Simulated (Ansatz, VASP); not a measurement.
## One calculation of SiC, two programs

```xyz
2
Lattice="0.0000 2.1644 2.1644 2.1644 0.0000 2.1644 2.1644 2.1644 0.0000" Properties=species:S:1:pos:R:3 pbc="T T T"
Si    0.0000    0.0000    0.0000
C     3.2466    3.2466    3.2466
```

Alike in both runs: task single point; functional r2SCAN; dispersion rVV10; k mesh 10 × 10 × 10; occupations fermi-dirac, width 0.05 eV; no spin polarisation.

|  | VASP | Ansatz |
| --- | --- | --- |
| version | VASP 6.6.1 | Ansatz 0.2.0 |
| potentials or method | VASP PAW PBE potentials, release 64 (Si, C) | Ansatz PAW |
| plane-wave cutoff (eV) | 660 | 500 |
| valence electrons in the cell | 8 | 8 |

Ansatz gave:

* gap on the k mesh at the Fermi level (eV): 1.67
* least direct gap on the mesh (eV): 5.04
* pressure (GPa): 3.8

Q: Which values does VASP return?

A: gap on the k mesh at the Fermi level (eV): 1.68; least direct gap on the mesh (eV): 5.06; pressure (GPa): 3.5.

VASP's potentials were made for PBE, not for r2SCAN.
